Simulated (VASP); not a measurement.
# ZnS (F-43m) in VASP: single point with r2SCAN

Aim: the single point of ZnS with r2SCAN.

All numbers are computed with VASP 6.6.1; they aren't measurements. Logs are shortened: lines on timing, memory, paths and dates and some standing lists are left out, and cuts for length are marked.

**1. The cell of the first run**

The structure is cubic, space group F-43m (No. 216). Conventional cell: a = 5.389 Å, b = 5.389 Å, c = 5.389 Å, α = 90.00°, β = 90.00°, γ = 90.00°. Zn (site symmetry -43m) has 4 S at 2.33 Å within 3.1 Å. S (site symmetry -43m) has 4 Zn at 2.33 Å within 3.1 Å.

**2. Single point, r2SCAN**

POSCAR

```
ZnS
1.0
    0.0000000000      2.6945131931      2.6945131931
    2.6945131931      0.0000000000      2.6945131931
    2.6945131931      2.6945131931      0.0000000000
Zn S
1 1
Direct
   -0.0000037967     -0.0000009266      0.0000051883
    0.7500037967      0.7500009266      0.7499948117
```

INCAR.step1

```
PREC = Accurate
ENCUT = 520
ISMEAR = 0
SIGMA = 0.05
LREAL = F
LASPH = T
NELM = 80
NBANDS = 16
GGA = PE
ALGO = Normal
EDIFF = 1E-4
LWAVE = T
LCHARG = F
```

INCAR.step2

```
PREC = Accurate
ENCUT = 520
EDIFF = 1E-7
ISMEAR = 0
SIGMA = 0.05
LREAL = F
LASPH = T
NELM = 80
ALGO = Normal
ISIF = 2
LWAVE = F
LCHARG = F
METAGGA = R2SCAN
LMIXTAU = T
NBANDS = 16
ISTART = 1
```

KPOINTS

```
regular mesh
0
Gamma
  8 8 8
```

Potentials or basis: VASP PAW PBE potentials, release 64 (Zn, S).

Run with:

```sh
$ cat potpaw_PBE.64/Zn/POTCAR potpaw_PBE.64/S/POTCAR > POTCAR
$ cp INCAR.step1 INCAR
$ mpirun -np 1 vasp_std > vasp.out
$ cp INCAR.step2 INCAR
$ mpirun -np 1 vasp_std > vasp.out
```

OUTCAR:

```text
PREC = Accurate
   ENCUT = 520
   EDIFF = 1E-7
   ISMEAR = 0
   LREAL = F
   LASPH = T
   NELM = 80
   ISIF = 2
   METAGGA = R2SCAN
   ISTART = 1

 ion  position               nearest neighbor table
   1  1.000  1.000  0.000-   2 2.33   2 2.33   2 2.33   2 2.33
   2  0.750  0.750  0.750-   1 2.33   1 2.33   1 2.33   1 2.33

  LATTYP: Found a face centered cubic cell.
 ALAT       =     5.3890263862

  Lattice vectors:

 A1 = (   0.0000000000,   2.6945131931,   2.6945131931)
 A2 = (   2.6945131931,   0.0000000000,   2.6945131931)
 A3 = (   2.6945131931,   2.6945131931,   0.0000000000)

Analysis of symmetry for initial positions (statically):
=====================================================================
 Subroutine PRICEL returns:
 Original cell was already a primitive cell.

 Routine SETGRP: Setting up the symmetry group for a
 face centered cubic supercell.

 Subroutine GETGRP returns: Found  6 space group operations
 (whereof  6 operations were pure point group operations)
 out of a pool of 48 trial point group operations.

The static configuration has the point symmetry C_3v.

Analysis of symmetry for dynamics (positions and initial velocities):
=====================================================================
 Subroutine PRICEL returns:
 Original cell was already a primitive cell.

 Routine SETGRP: Setting up the symmetry group for a
 face centered cubic supercell.

 Subroutine GETGRP returns: Found  6 space group operations
 (whereof  6 operations were pure point group operations)
 out of a pool of 48 trial point group operations.

The dynamic configuration has the point symmetry C_3v.

 Subroutine INISYM returns: Found  6 space group operations
 (whereof  6 operations are pure point group operations),
 and found     1 'primitive' translations

----------------------------------------------------------------------------------------

                                     Primitive cell

  volume of cell :      39.1265

  direct lattice vectors                    reciprocal lattice vectors
     0.000000000  2.694513193  2.694513193    -0.185562276  0.185562276  0.185562276
     2.694513193  0.000000000  2.694513193     0.185562276 -0.185562276  0.185562276
     2.694513193  2.694513193  0.000000000     0.185562276  0.185562276 -0.185562276

  length of vectors
     3.810617102  3.810617102  3.810617102     0.321403289  0.321403289  0.321403289

  position of ions in fractional coordinates (direct lattice)
     0.999996203  0.999999073  0.000005188
     0.750003797  0.750000927  0.749994812

  ion indices of the primitive-cell ions
   primitive index   ion index
                 1           1
                 2           2

----------------------------------------------------------------------------------------

 KPOINTS: regular mesh

Automatic generation of k-mesh.
 Grid dimensions read from file:
 generate k-points for:    8    8    8

 Generating k-lattice:

  Cartesian coordinates                     Fractional coordinates (reciprocal lattice)
    -0.023195284  0.023195284  0.023195284     0.125000000  0.000000000  0.000000000
     0.023195284 -0.023195284  0.023195284     0.000000000  0.125000000  0.000000000
     0.023195284  0.023195284 -0.023195284     0.000000000  0.000000000  0.125000000

  Length of vectors
     0.040175411  0.040175411  0.040175411

  Shift w.r.t. Gamma in fractional coordinates (k-lattice)
     0.000000000  0.000000000  0.000000000

 Subroutine IBZKPT returns following result:
 ===========================================

 Found     65 irreducible k-points:

 Following reciprocal coordinates:
            Coordinates               Weight
  0.000000  0.000000  0.000000      1.000000
  0.125000  0.000000  0.000000      6.000000
  0.000000  0.000000  0.125000      2.000000
  0.250000  0.000000  0.000000      6.000000
  0.000000  0.000000  0.250000      2.000000
  0.375000  0.000000  0.000000      6.000000
[... 16 lines left out ...]
 -0.250000  0.125000  0.000000     12.000000
  0.000000 -0.250000  0.125000      6.000000
 [... further k-points ...]
   k-points           NKPTS =     65   k-points in BZ     NKDIM =     65   number of bands    NBANDS=     16
   number of dos      NEDOS =    301   number of ions     NIONS =      2
   total plane-waves  NPLWV =  21952
   dimension x,y,z NGX =    28 NGY =   28 NGZ =   28
   dimension x,y,z NGXF=    56 NGYF=   56 NGZF=   56
   ions per type =               1   1
   NGX,Y,Z   is equivalent  to a cutoff of  12.22, 12.22, 12.22 a.u.
   NGXF,Y,Z  is equivalent  to a cutoff of  24.43, 24.43, 24.43 a.u.
 SYSTEM =  unknown system
   PREC   = accura    normal or accurate (medium, high low for compatibility)
   ISTART =      1    job   : 0-new  1-cont  2-samecut
   ICHARG =      0    charge: 1-file 2-atom 10-const
   ISPIN  =      1    spin polarized calculation?
   LNONCOLLINEAR =      F non collinear calculations
   LSORBIT =      F    spin-orbit coupling
   LASPH  =      T    aspherical Exc in radial PAW
   ENCUT  =  520.0 eV  38.22 Ry    6.18 a.u.   7.09  7.09  7.09*2*pi/ulx,y,z
   NELM   =     80;   NELMIN=  2; NELMDL=  0     # of ELM steps
   EDIFF  = 0.1E-06   stopping-criterion for ELM
   LREAL  =      F    real-space projection
   EDIFFG = 0.1E-05   stopping-criterion for IOM
   NSW    =      0    number of steps for IOM
   IBRION =     -1    ionic relax: 0-MD 1-quasi-New 2-CG
   NFREE  =      0    steps in history (QN), initial steepest desc. (CG)
   ISIF   =      2    stress and relaxation
   ISYM   =      2    0-nonsym 1-usesym 2-fastsym
   POTIM  = 0.5000    time-step for ionic-motion
   TEBEG  =    0.0;   TEEND  =   0.0 temperature during run
   PSTRESS=    0.0 pullay stress
   NELECT =      18.0000    total number of electrons
   NUPDOWN=      -1.0000    fix difference up-down
   EMIN   =  10.00;   EMAX   =-10.00  energy-range for DOS
   EFERMI =   0.00;   METHOD = LEGACY
   ISMEAR =     0;   SIGMA  =   0.05  broadening in eV -4-tet -1-fermi 0-gaus
   EFERMI_NEDOS =   21; number of points for ismear=-14 and -15
   IALGO  =     38    algorithm
   IMIX   =      4    mixing-type and parameters
     AMIX     =   0.40;   BMIX     =  1.00
     AMIX_MAG =   1.60;   BMIX_MAG =  1.00
  volume/ion in A,a.u.               =      19.56       132.02
  Fermi-wavevector in a.u.,A,eV,Ry     =   1.263791  2.388219 21.730795  1.597168
  Thomas-Fermi vector in A             =   2.397130
   LORBIT       =      0    0 simple, 1 ext, 2 COOP (PROOUT), +10 PAW based schemes
   METAGGA = R2SCAN    functional components
   LHFCALC =     F    Hartree Fock is set to
   AEXX    =    0.0000 exact exchange contribution
   IVDW    =     0    specifies the selected vdW correction
   LEPSILON=     F    determine dielectric tensor
   LRPA    =     F    only Hartree local field effects (RPA)
 non-spin polarized calculation
 Gauss-broadening in eV      SIGMA  =   0.05
  energy-cutoff  :      520.00
  volume of cell :       39.13
 maximum number of plane-waves:      1067
   NGX = 15   NGY = 15   NGZ = 15

 number of electron      18.0000006 magnetization

 Free energy of the ion-electron system (eV)
  ---------------------------------------------------
  ext. energy  EPLUGINS =         0.00000000
  ---------------------------------------------------
  free energy    TOTEN  =       -18.86621950 eV

  energy without entropy =      -18.86621950  energy(sigma->0) =      -18.86621950

 E-fermi :   2.1839     XC(G=0): -10.3263

 val. band max:        1.9093472961   @ k =   0.0000   0.0000   0.0000
 cond. band min:       4.6228849919   @ k =   0.0000   0.0000   0.0000
 fundamental gap:      2.7135376958
 Fermi energy:         2.1839031121

 k-point     1 :       0.0000    0.0000    0.0000
  band No.  band energies     occupation
      1     -11.8261      2.00000
      2      -4.6236      2.00000
      3      -4.6236      2.00000
      4      -4.6235      2.00000
      5      -4.0669      2.00000
      6      -4.0669      2.00000
[... 8 lines left out ...]
     15      14.2230      0.00000
     16      14.4995      0.00000

 k-point     2 :       0.1250    0.0000    0.0000
  band No.  band energies     occupation
      1     -11.7049      2.00000
      2      -4.6205      2.00000
      3      -4.6010      2.00000
      4      -4.6010      2.00000
      5      -4.0685      2.00000
      6      -4.0685      2.00000
[... 8 lines left out ...]
     15      13.6092      0.00000
     16      15.2993      0.00000

 k-point     3 :       0.0000    0.0000    0.1250
  band No.  band energies     occupation
      1     -11.7049      2.00000
      2      -4.6205      2.00000
      3      -4.6010      2.00000
      4      -4.6010      2.00000
      5      -4.0685      2.00000
      6      -4.0685      2.00000
[... 8 lines left out ...]
     15      13.6092      0.00000
     16      15.2993      0.00000

 k-point     4 :       0.2500    0.0000    0.0000
  band No.  band energies     occupation
      1     -11.3887      2.00000
      2      -4.5669      2.00000
      3      -4.5510      2.00000
      4      -4.5510      2.00000
      5      -4.0653      2.00000
      6      -4.0653      2.00000
[... 8 lines left out ...]
     15      13.4190      0.00000
     16      14.7279      0.00000
[... 324 lines left out ...]
 k-point    22 :       0.1250    0.0000   -0.3750
  band No.  band energies     occupation
      1     -10.8788      2.00000
      2      -4.4931      2.00000
      3      -4.4765      2.00000
      4      -4.1933      2.00000
      5      -4.0585      2.00000
      6      -4.0009      2.00000
[... 8 lines left out ...]
     15      15.2231      0.00000
     16      16.5500      0.00000

 k-point    23 :      -0.2500    0.1250    0.0000
  band No.  band energies     occupation
      1     -11.1824      2.00000
      2      -4.5238      2.00000
      3      -4.5191      2.00000
      4      -4.4913      2.00000
      5      -4.0828      2.00000
      6      -4.0364      2.00000
[... 8 lines left out ...]
     15      14.9586      0.00000
     16      15.9158      0.00000

 k-point    24 :       0.0000   -0.2500    0.1250
  band No.  band energies     occupation
      1     -11.1824      2.00000
      2      -4.5238      2.00000
      3      -4.5191      2.00000
      4      -4.4913      2.00000
      5      -4.0828      2.00000
      6      -4.0364      2.00000
[... 8 lines left out ...]
     15      14.9585      0.00000
     16      15.9158      0.00000

 [... further k-points ...]

------------------------ aborting loop because EDIFF is reached ----------------------------------------

  FORCE on cell =-STRESS in cart. coord.  units (eV):
  Direction    XX          YY          ZZ          XY          YZ          ZX
  --------------------------------------------------------------------------------------
  -------------------------------------------------------------------------------------
  Total        0.0083145      0.0083145      0.0083145      0.0004003     -0.0004003     -0.0004003
  in kB        0.3404659      0.3404659      0.3404659      0.0163924     -0.0163924     -0.0163924
  external PRESSURE =       0.3404659 kB  Pullay stress =       0.0000000 kB

 VOLUME and BASIS-vectors are now :
 -----------------------------------------------------------------------------
  energy-cutoff  :      520.00
  volume of cell :       39.13
      direct lattice vectors                 reciprocal lattice vectors
     0.000000000  2.694513193  2.694513193    -0.185562276  0.185562276  0.185562276
     2.694513193  0.000000000  2.694513193     0.185562276 -0.185562276  0.185562276
     2.694513193  2.694513193  0.000000000     0.185562276  0.185562276 -0.185562276

 POSITION                                       TOTAL-FORCE (eV/Angst)
 -----------------------------------------------------------------------------------
      2.69452      2.69452      5.38901        -0.000162     -0.000162      0.000162
      4.04176      4.04177      4.04178         0.000162      0.000162     -0.000162
 -----------------------------------------------------------------------------------
    total drift:                                0.000643     -0.001477     -0.001005

  FREE ENERGIE OF THE ION-ELECTRON SYSTEM (eV)
  ---------------------------------------------------
  free  energy   TOTEN  =       -18.8662195005 eV

  energy  without entropy=      -18.8662195005  energy(sigma->0) =      -18.86621950
```

Wall time 1.7 min (1 thread of Intel Xeon Platinum 8488C (Sapphire Rapids), shared host); peak memory 0.19 GiB.

What came out:

```yaml
Free_energy: -18.8662 eV
Pressure: 0.0 GPa
Band_gap_on_the_k_mesh: 2.71 eV
```

Levels at points of the mesh, in eV from the valence-band top:
```
           k point  band 7  band 8  band 9  band 10  band 11  band 12
(0.00, 0.00, 0.00)    0.00    0.00    0.00     2.71     6.90     6.90
(0.50, 0.00, 0.00)   -5.45   -0.90   -0.90     3.83     7.39     7.39
(0.00, 0.00, 0.50)   -5.45   -0.90   -0.90     3.83     7.39     7.39
(0.50, 0.50, 0.00)   -4.65   -2.31   -2.31     3.71     4.48    11.83
```

Caveat: the PAW data sets were made with another functional, which shifts forces and pressure a little.
